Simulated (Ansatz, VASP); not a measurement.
BaO: VASP beside Ansatz

File INCAR:

```
SYSTEM = BaO
PREC     = Accurate       ! precision mode
ENCUT    = 600            ! plane-wave cutoff, eV
EDIFF    = 1E-6           ! SCF threshold, eV
ISMEAR   = -1             ! smearing method
SIGMA    = 0.02           ! smearing width, eV
LREAL    = .False.        ! projectors in reciprocal space
LASPH    = .True.         ! aspherical terms in the spheres
NELM     = 120            ! most SCF steps
ALGO     = Normal         ! electronic algorithm
ISIF     = 2              ! what is computed and relaxed
LWAVE    = .False.        ! write WAVECAR
LCHARG   = .False.        ! write CHGCAR
GGA      = PE             ! functional
NBANDS   = 15             ! bands
GGA_COMPAT= .False.
```

Contents of KPOINTS:

```
regular mesh
0
Gamma
  8 8 8
  0 0 0
```

POSCAR

```
BaO
1.0
    0.0000000000      2.7682124513      2.7682124513
    2.7682124513      0.0000000000      2.7682124513
    2.7682124513      2.7682124513      0.0000000000
Ba O
1 1
Direct
    0.0000000000      0.0000000000      0.0000000000
    0.5000000000      0.5000000000      0.5000000000
```

Input for Ansatz:

```yaml
crystal:
  lattice:
    - [0.0, 2.7682124513, 2.7682124513]
    - [2.7682124513, 0.0, 2.7682124513]
    - [2.7682124513, 2.7682124513, 0.0]
  atoms:
    - { symbol: Ba, position: [0.0, 0.0, 0.0] }
    - { symbol: O, position: [0.5, 0.5, 0.5] }
kpoints:
  mp_grid: { grid: [8, 8, 8] }
  band_path:
    path:
      - [0.0, 0.0, 0.0]
      - [0.5, 0.0, 0.5]
      - [0.625, 0.25, 0.625]
      - [0.375, 0.375, 0.75]
      - [0.0, 0.0, 0.0]
      - [0.5, 0.5, 0.5]
      - [0.5, 0.25, 0.75]
      - [0.5, 0.0, 0.5]
    npoints: 5
scf:
  occupations: { method: fermi_dirac, width: 0.02 }
hamiltonian:
  xc: pbe
  pseudopotentials: { kind: all_electron, lapw: { basis_error: 0.0005 } }
output:
  forces: true
  stress: true
  eigenvalues: true
```

Change from the starting cell: volume scaled by 1.02.

Alike in both runs: task single point; functional PBE; k mesh 8 × 8 × 8; occupations fermi-dirac, width 0.02 eV; no spin polarisation.

|  | VASP | Ansatz |
| --- | --- | --- |
| version | VASP 6.6.1 | Ansatz 0.2.0 |
| potentials or method | VASP PAW PBE potentials, release 64 (Ba_sv, O), cutoff 600 eV | all-electron LAPW, scalar-relativistic |

```tsv
	VASP	Ansatz	Ansatz less VASP
gap on the k mesh at the Fermi level (eV)	1.97	2.04	+0.065
pressure (GPa)	3.1	1.5	-1.64
```

Ansatz ran all-electron here, and VASP with PAW potentials.

Spin-orbit coupling is off throughout.
